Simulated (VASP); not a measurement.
# MnO (Fm-3m) in VASP: notebook

The runs below take MnO through single point, with LDA.

Program: VASP 6.6.1. These are calculated values, not measurements. Logs are shortened: lines on timing, memory, paths and dates and some standing lists are left out, and cuts for length are marked.

## 1. The cell of the first run

It takes space group Fm-3m (No. 225, cubic). Conventional cell: a = 4.444 Å, b = 4.444 Å, c = 4.444 Å, α = 90.00°, β = 90.00°, γ = 90.00°. Mn (site symmetry m-3m) has 6 O at 2.22 Å within 2.9 Å. O (site symmetry m-3m) has 6 Mn at 2.22 Å within 2.9 Å.

## 2. Single point, LDA

INCAR

```
SYSTEM = MnO
PREC = Accurate
ENCUT = 520
EDIFF = 1E-6
ISMEAR = 0
SIGMA = 0.05
LREAL = .FALSE.
LASPH = .TRUE.
NELM = 100
ALGO = Normal
ISIF = 2
LWAVE = .FALSE.
LCHARG = .FALSE.
GGA = CA
NBANDS = 16
```

KPOINTS

```
regular mesh
0
G
  14 14 14
  0 0 0
```

POSCAR

```
MnO
1.0
    0.0000000000      2.2220003343      2.2220003343
    2.2220003343      0.0000000000      2.2220003343
    2.2220003343      2.2220003343      0.0000000000
Mn O
1 1
Direct
    0.0000000000      0.0000000000      0.0000000000
    0.5000000000      0.5000000000      0.5000000000
```

Potentials or basis: VASP PAW LDA potentials, release 64 (Mn_pv, O).

On the command line:

```sh
> cat potpaw_LDA.64/Mn_pv/POTCAR potpaw_LDA.64/O/POTCAR > POTCAR
> mpirun -np 1 vasp_std > vasp.out
```

OUTCAR:

```text
SYSTEM = MnO
   PREC = Accurate
   ENCUT = 520
   EDIFF = 1E-6
   ISMEAR = 0
   LREAL = .FALSE.
   LASPH = .TRUE.
   NELM = 100
   ISIF = 2
   GGA = CA

 ion  position               nearest neighbor table
   1  0.000  0.000  0.000-   2 2.22   2 2.22   2 2.22   2 2.22   2 2.22   2 2.22
   2  0.500  0.500  0.500-   1 2.22   1 2.22   1 2.22   1 2.22   1 2.22   1 2.22

  LATTYP: Found a face centered cubic cell.
 ALAT       =     4.4440006686

  Lattice vectors:

 A1 = (   0.0000000000,   2.2220003343,   2.2220003343)
 A2 = (   2.2220003343,   0.0000000000,   2.2220003343)
 A3 = (   2.2220003343,   2.2220003343,   0.0000000000)

Analysis of symmetry for initial positions (statically):
=====================================================================
 Subroutine PRICEL returns:
 Original cell was already a primitive cell.

 Routine SETGRP: Setting up the symmetry group for a
 face centered cubic supercell.

 Subroutine GETGRP returns: Found 48 space group operations
 (whereof 48 operations were pure point group operations)
 out of a pool of 48 trial point group operations.

The static configuration has the point symmetry O_h .

Analysis of symmetry for dynamics (positions and initial velocities):
=====================================================================
 Subroutine PRICEL returns:
 Original cell was already a primitive cell.

 Routine SETGRP: Setting up the symmetry group for a
 face centered cubic supercell.

 Subroutine GETGRP returns: Found 48 space group operations
 (whereof 48 operations were pure point group operations)
 out of a pool of 48 trial point group operations.

The dynamic configuration has the point symmetry O_h .

 Subroutine INISYM returns: Found 48 space group operations
 (whereof 48 operations are pure point group operations),
 and found     1 'primitive' translations

----------------------------------------------------------------------------------------

                                     Primitive cell

  volume of cell :      21.9413

  direct lattice vectors                    reciprocal lattice vectors
     0.000000000  2.222000334  2.222000334    -0.225022468  0.225022468  0.225022468
     2.222000334  0.000000000  2.222000334     0.225022468 -0.225022468  0.225022468
     2.222000334  2.222000334  0.000000000     0.225022468  0.225022468 -0.225022468

  length of vectors
     3.142383008  3.142383008  3.142383008     0.389750348  0.389750348  0.389750348

  position of ions in fractional coordinates (direct lattice)
     0.000000000  0.000000000  0.000000000
     0.500000000  0.500000000  0.500000000

  ion indices of the primitive-cell ions
   primitive index   ion index
                 1           1
                 2           2

----------------------------------------------------------------------------------------

 KPOINTS: regular mesh

Automatic generation of k-mesh.
 Grid dimensions read from file:
 generate k-points for:   14   14   14

 Generating k-lattice:

  Cartesian coordinates                     Fractional coordinates (reciprocal lattice)
    -0.016073033  0.016073033  0.016073033     0.071428571  0.000000000  0.000000000
     0.016073033 -0.016073033  0.016073033     0.000000000  0.071428571  0.000000000
     0.016073033  0.016073033 -0.016073033     0.000000000  0.000000000  0.071428571

  Length of vectors
     0.027839311  0.027839311  0.027839311

  Shift w.r.t. Gamma in fractional coordinates (k-lattice)
     0.000000000  0.000000000  0.000000000

 Subroutine IBZKPT returns following result:
 ===========================================

 Found    104 irreducible k-points:

 Following reciprocal coordinates:
            Coordinates               Weight
  0.000000  0.000000  0.000000      1.000000
  0.071429  0.000000  0.000000      8.000000
  0.142857  0.000000  0.000000      8.000000
  0.214286  0.000000  0.000000      8.000000
  0.285714  0.000000  0.000000      8.000000
  0.357143  0.000000  0.000000      8.000000
[... 16 lines left out ...]
  0.214286  0.142857  0.000000     24.000000
  0.285714  0.142857  0.000000     24.000000
 [... further k-points ...]
   k-points           NKPTS =    104   k-points in BZ     NKDIM =    104   number of bands    NBANDS=     16
   number of dos      NEDOS =    301   number of ions     NIONS =      2
   total plane-waves  NPLWV =  13824
   dimension x,y,z NGX =    24 NGY =   24 NGZ =   24
   dimension x,y,z NGXF=    48 NGYF=   48 NGZF=   48
   ions per type =               1   1
   NGX,Y,Z   is equivalent  to a cutoff of  12.70, 12.70, 12.70 a.u.
   NGXF,Y,Z  is equivalent  to a cutoff of  25.39, 25.39, 25.39 a.u.
 SYSTEM =  MnO
   PREC   = accura    normal or accurate (medium, high low for compatibility)
   ISTART =      0    job   : 0-new  1-cont  2-samecut
   ICHARG =      2    charge: 1-file 2-atom 10-const
   ISPIN  =      1    spin polarized calculation?
   LNONCOLLINEAR =      F non collinear calculations
   LSORBIT =      F    spin-orbit coupling
   LASPH  =      T    aspherical Exc in radial PAW
   ENCUT  =  520.0 eV  38.22 Ry    6.18 a.u.   5.84  5.84  5.84*2*pi/ulx,y,z
   NELM   =    100;   NELMIN=  2; NELMDL= -5     # of ELM steps
   EDIFF  = 0.1E-05   stopping-criterion for ELM
   LREAL  =      F    real-space projection
   EDIFFG = 0.1E-04   stopping-criterion for IOM
   NSW    =      0    number of steps for IOM
   IBRION =     -1    ionic relax: 0-MD 1-quasi-New 2-CG
   NFREE  =      0    steps in history (QN), initial steepest desc. (CG)
   ISIF   =      2    stress and relaxation
   ISYM   =      2    0-nonsym 1-usesym 2-fastsym
   POTIM  = 0.5000    time-step for ionic-motion
   TEBEG  =    0.0;   TEEND  =   0.0 temperature during run
   PSTRESS=    0.0 pullay stress
   NELECT =      19.0000    total number of electrons
   NUPDOWN=      -1.0000    fix difference up-down
   EMIN   =  10.00;   EMAX   =-10.00  energy-range for DOS
   EFERMI =   0.00;   METHOD = LEGACY
   ISMEAR =     0;   SIGMA  =   0.05  broadening in eV -4-tet -1-fermi 0-gaus
   EFERMI_NEDOS =   21; number of points for ismear=-14 and -15
   IALGO  =     38    algorithm
   IMIX   =      4    mixing-type and parameters
     AMIX     =   0.40;   BMIX     =  1.00
     AMIX_MAG =   1.60;   BMIX_MAG =  1.00
  volume/ion in A,a.u.               =      10.97        74.03
  Fermi-wavevector in a.u.,A,eV,Ry     =   1.560409  2.948746 33.128523  2.434878
  Thomas-Fermi vector in A             =   2.663626
   LORBIT       =      0    0 simple, 1 ext, 2 COOP (PROOUT), +10 PAW based schemes
   GGA     = CA    functional components
   LHFCALC =     F    Hartree Fock is set to
   AEXX    =    0.0000 exact exchange contribution
   IVDW    =     0    specifies the selected vdW correction
   LEPSILON=     F    determine dielectric tensor
   LRPA    =     F    only Hartree local field effects (RPA)
 non-spin polarized calculation
 Gauss-broadening in eV      SIGMA  =   0.05
  energy-cutoff  :      520.00
  volume of cell :       21.94
 maximum number of plane-waves:       609
   NGX = 11   NGY = 11   NGZ = 11

 number of electron      18.9999992 magnetization

 Free energy of the ion-electron system (eV)
  ---------------------------------------------------
  ext. energy  EPLUGINS =         0.00000000
  ---------------------------------------------------
  free energy    TOTEN  =       -15.87692125 eV

  energy without entropy =      -15.86668405  energy(sigma->0) =      -15.87180265

 E-fermi :   6.7390     XC(G=0): -12.4965

 val. band max:        6.7389668512   @ k =   0.5000   0.2143   0.0000
 cond. band min:       6.7412840058   @ k =   0.3571   0.2857   0.0714
 fundamental gap:      0.0023171546
 Fermi energy:         6.7389993693

 k-point     1 :       0.0000    0.0000    0.0000
  band No.  band energies     occupation
      1     -40.9757      2.00000
      2     -40.9757      2.00000
      3     -40.9757      2.00000
      4     -13.1552      2.00000
      5       2.9745      2.00000
      6       2.9745      2.00000
[... 8 lines left out ...]
     15      24.0446      0.00000
     16      24.0446      0.00000

 k-point     2 :       0.0714    0.0000    0.0000
  band No.  band energies     occupation
      1     -40.9793      2.00000
      2     -40.9761      2.00000
      3     -40.9761      2.00000
      4     -13.1122      2.00000
      5       2.6373      2.00000
      6       2.8325      2.00000
[... 8 lines left out ...]
     15      23.8733      0.00000
     16      23.8733      0.00000

 k-point     3 :       0.1429    0.0000    0.0000
  band No.  band energies     occupation
      1     -40.9894      2.00000
      2     -40.9773      2.00000
      3     -40.9773      2.00000
      4     -12.9904      2.00000
      5       1.8774      2.00000
      6       2.4961      2.00000
[... 8 lines left out ...]
     15      23.2477      0.00000
     16      23.2477      0.00000

 k-point     4 :       0.2143    0.0000    0.0000
  band No.  band energies     occupation
      1     -41.0040      2.00000
      2     -40.9792      2.00000
      3     -40.9792      2.00000
      4     -12.8083      2.00000
      5       1.0114      2.00000
      6       2.1053      2.00000
[... 8 lines left out ...]
     15      22.2416      0.00000
     16      22.2416      0.00000
[... 324 lines left out ...]
 k-point    22 :       0.1429    0.1429    0.0000
  band No.  band energies     occupation
      1     -40.9885      2.00000
      2     -40.9806      2.00000
      3     -40.9806      2.00000
      4     -12.9454      2.00000
      5       1.4696      2.00000
      6       2.6331      2.00000
[... 8 lines left out ...]
     15      22.4826      0.00000
     16      22.4826      0.00000

 k-point    23 :       0.2143    0.1429    0.0000
  band No.  band energies     occupation
      1     -40.9979      2.00000
      2     -40.9830      2.00000
      3     -40.9823      2.00000
      4     -12.8207      2.00000
      5       0.9733      2.00000
      6       2.3573      2.00000
[... 8 lines left out ...]
     15      21.2288      0.00000
     16      21.9642      0.00000

 k-point    24 :       0.2857    0.1429    0.0000
  band No.  band energies     occupation
      1     -41.0112      2.00000
      2     -40.9854      2.00000
      3     -40.9843      2.00000
      4     -12.6517      2.00000
      5       0.4572      2.00000
      6       1.9233      2.00000
[... 8 lines left out ...]
     15      20.1201      0.00000
     16      21.3485      0.00000

 [... further k-points ...]

------------------------ aborting loop because EDIFF is reached ----------------------------------------

  FORCE on cell =-STRESS in cart. coord.  units (eV):
  Direction    XX          YY          ZZ          XY          YZ          ZX
  --------------------------------------------------------------------------------------
  -------------------------------------------------------------------------------------
  Total       -6.4220475     -6.4220475     -6.4220475     -0.0000000     -0.0000000      0.0000000
  in kB     -468.9448155   -468.9448155   -468.9448155     -0.0000000     -0.0000000      0.0000000
  external PRESSURE =    -468.9448155 kB  Pullay stress =       0.0000000 kB

 VOLUME and BASIS-vectors are now :
 -----------------------------------------------------------------------------
  energy-cutoff  :      520.00
  volume of cell :       21.94
      direct lattice vectors                 reciprocal lattice vectors
     0.000000000  2.222000334  2.222000334    -0.225022468  0.225022468  0.225022468
     2.222000334  0.000000000  2.222000334     0.225022468 -0.225022468  0.225022468
     2.222000334  2.222000334  0.000000000     0.225022468  0.225022468 -0.225022468

 POSITION                                       TOTAL-FORCE (eV/Angst)
 -----------------------------------------------------------------------------------
      0.00000      0.00000      0.00000        -0.000000      0.000000     -0.000000
      2.22200      2.22200      2.22200         0.000000     -0.000000      0.000000
 -----------------------------------------------------------------------------------
    total drift:                                0.000000     -0.000000     -0.000000

  FREE ENERGIE OF THE ION-ELECTRON SYSTEM (eV)
  ---------------------------------------------------
  free  energy   TOTEN  =       -15.8769212489 eV

  energy  without entropy=      -15.8666840487  energy(sigma->0) =      -15.87180265
```

It used 51 s of CPU time on 1 thread of AMD EPYC 7R13 Processor (Zen 3), with other jobs on the host.

Results:

* Free energy: -15.8769 eV
* Pressure: -46.9 GPa

Caveat: an odd number of electrons without spin polarisation forces a metal; a magnetic or distorted state may lie lower; the run has no spin polarisation, though such a crystal can be magnetic; semilocal functionals often make such compounds metallic where correlation or magnetic order opens a gap, which also shifts bond lengths. Spin polarisation is off, so any magnetic state and its effect on volume and gap are missing.

## 3. Single point, LDA, collinear spin, ferromagnetic start

INCAR

```
PREC     = Accurate       # precision mode
ENCUT    = 520            # plane-wave cutoff, eV
EDIFF    = 1E-6           # SCF threshold, eV
ISMEAR   = 0              # smearing method
SIGMA    = 0.05           # smearing width, eV
LREAL    = F              # projectors in reciprocal space
LASPH    = T              # aspherical terms in the spheres
NELM     = 150            # most SCF steps
ALGO     = Normal         # electronic algorithm
ISIF     = 2              # what is computed and relaxed
LWAVE    = F              # write WAVECAR
LCHARG   = F              # write CHGCAR
ISPIN    = 2              # spin polarisation
MAGMOM   = 4.3 0          # initial moments
LORBIT   = 11             # projections on sites
LMAXMIX  = 4              # l up to which the mixer works
GGA      = CA             # functional
NBANDS   = 20             # bands
```

KPOINTS

```
Automatic mesh
0
Gamma
  12 12 12
```

POSCAR is that of step 2.

Potentials or basis: VASP PAW LDA potentials, release 64 (Mn_pv, O).

On the command line:

```sh
> cat potpaw_LDA.64/Mn_pv/POTCAR potpaw_LDA.64/O/POTCAR > POTCAR
> mpirun -np 1 vasp_std > vasp.out
```

It used 120 s of CPU time on 1 thread of AMD EPYC 7R13 Processor (Zen 3), with other jobs on the host.

The run converged. Its results:

- Free energy: -17.5916 eV
- Pressure: -17.1 GPa
- Net moment: 4.55 μB per cell
- Site moments: Mn +4.13; O +0.19 μB
- Valence electrons inside the program's atomic spheres: Mn 11.38; O 4.93

Levels at points of the mesh, in eV from the Fermi level:
Spin up:
```
           k point  band 8  band 9  band 10  band 11  band 12  band 13  band 14  band 15  band 16  band 17
(0.00, 0.00, 0.00)   -3.01   -3.01    -3.01    -2.51    -2.51    -0.39    13.99    16.29    16.29    16.29
(0.50, 0.00, 0.00)   -2.09   -2.09    -1.69     0.32     0.32     3.50     7.72    11.80    11.80    18.51
(0.50, 0.50, 0.00)   -4.04   -2.07    -1.80    -1.80    -1.70     5.03     7.77    10.45    13.58    13.58
```
Spin down:
```tsv
k point	band 4	band 5	band 6	band 7	band 8	band 9	band 10	band 11
(0.00, 0.00, 0.00)	-19.62	-3.43	-3.43	-3.43	0.32	0.32	0.32	0.60
(0.50, 0.00, 0.00)	-18.61	-7.52	-4.98	-4.98	1.55	1.55	1.55	3.31
(0.50, 0.50, 0.00)	-18.65	-6.50	-4.41	-4.41	-1.22	1.57	1.81	1.99
```

Caveat: a cell with one magnetic atom can't hold antiferromagnetic order, which such compounds often take; semilocal functionals often make such compounds metallic where correlation or magnetic order opens a gap, which also shifts bond lengths.

## 4. Single point, LDA, collinear spin, ferromagnetic start

INCAR

```
SYSTEM = MnO
PREC = Accurate ; ENCUT = 520
EDIFF = 1E-6 ; ISMEAR = 0
SIGMA = 0.05 ; LREAL = .FALSE.
LASPH = .TRUE. ; NELM = 150
ALGO = Normal ; ISIF = 2
LWAVE = .FALSE. ; LCHARG = .FALSE.
ISPIN = 2 ; MAGMOM = 5 0
LORBIT = 11 ; LMAXMIX = 4
NBANDS = 20
```

KPOINTS

```
Automatic mesh
0
G
  14 14 14
  0 0 0
```

POSCAR is that of step 3.

On the command line:

```sh
> cat potpaw_LDA.64/Mn_pv/POTCAR potpaw_LDA.64/O/POTCAR > POTCAR
> mpirun -np 1 vasp_std > vasp.out
```

It used 140 s of CPU time on 1 thread of AMD EPYC 7R13 Processor (Zen 3) (shared host).

Results (log left out):

| Quantity | Value |
| --- | --- |
| Free energy | -17.5910 eV |
| Pressure | -17.4 GPa |
| Net moment | 4.53 μB per cell |
| Site moments | Mn +4.12; O +0.18 μB |
| Valence electrons inside the program's atomic spheres | Mn 11.38; O 4.92 |

Levels at points of the mesh, in eV from the Fermi level:
Spin up:
| k point | band 8 | band 9 | band 10 | band 11 | band 12 | band 13 | band 14 | band 15 | band 16 | band 17 |
| --- | --- | --- | --- | --- | --- | --- | --- | --- | --- | --- |
| (0.00, 0.00, 0.00) | -2.97 | -2.97 | -2.97 | -2.47 | -2.47 | -0.36 | 14.03 | 16.32 | 16.32 | 16.32 |
| (0.50, 0.00, 0.00) | -2.05 | -2.05 | -1.65 | 0.36 | 0.36 | 3.54 | 7.75 | 11.84 | 11.84 | 18.55 |
| (0.50, 0.50, 0.00) | -4.00 | -2.03 | -1.76 | -1.76 | -1.66 | 5.07 | 7.81 | 10.49 | 13.61 | 13.61 |
Spin down:
| k point | band 5 | band 6 | band 7 | band 8 | band 9 | band 10 |
| --- | --- | --- | --- | --- | --- | --- |
| (0.00, 0.00, 0.00) | -3.40 | -3.40 | -3.40 | 0.35 | 0.35 | 0.35 |
| (0.50, 0.00, 0.00) | -7.49 | -4.95 | -4.95 | 1.57 | 1.58 | 1.58 |
| (0.50, 0.50, 0.00) | -6.47 | -4.38 | -4.38 | -1.19 | 1.59 | 1.83 |

Caveat: a cell with one magnetic atom can't hold antiferromagnetic order, which such compounds often take; semilocal functionals often make such compounds metallic where correlation or magnetic order opens a gap, which also shifts bond lengths.

[end of part 1 of 2]
